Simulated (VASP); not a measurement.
The system is Cs.

```
Cs
1.0
     0.00000    5.30271    5.30271
     5.30271    0.00000    5.30271
     5.30271    5.30271    0.00000
Cs
2
Direct
  0.12500 0.12500 0.12500
  0.87500 0.87500 0.87500
```

This isn't the form of Cs at room conditions, which is bcc.

- Program: VASP 6.6.1
- Task: relaxation of cell and atoms
- Functional: PBEsol
- Potentials or basis: VASP PAW PBE potentials, release 64 (Cs_sv)
- Cutoff: 600 eV
- k mesh: 5 × 5 × 5
- Occupations: fermi-dirac, width 0.1 eV
- Spin: no spin polarisation

At the start: pressure 0.1 GPa; volume 149.11 Å³/atom.

Task: Where does the relaxation end?

Result: Over 5 steps the energy falls by 6.8 meV/atom and the volume is 169.58 Å³/atom (+13.7 %); space group Fd-3m (No. 227, to 0.1 Å) before and after.

Step by step:
```csv
step,energy change (eV),largest force (eV/Å),pressure (GPa),volume (Å³)
1,0.0000,0.0000,0.11,298.21
2,-0.0030,0.0000,0.10,302.83
3,-0.0098,0.0000,0.06,316.99
4,-0.0133,0.0000,-0.02,346.60
5,-0.0136,0.0000,0.00,339.17
```

Final structure:
```
CELL_PARAMETERS angstrom
0.00000 5.53514 5.53514
5.53514 0.00000 5.53514
5.53514 5.53514 0.00000
ATOMIC_POSITIONS crystal
Cs 0.12500 0.12500 0.12500
Cs 0.87500 0.87500 0.87500
```

Caveat: the PAW data sets were made with another functional, which shifts forces and pressure a little.
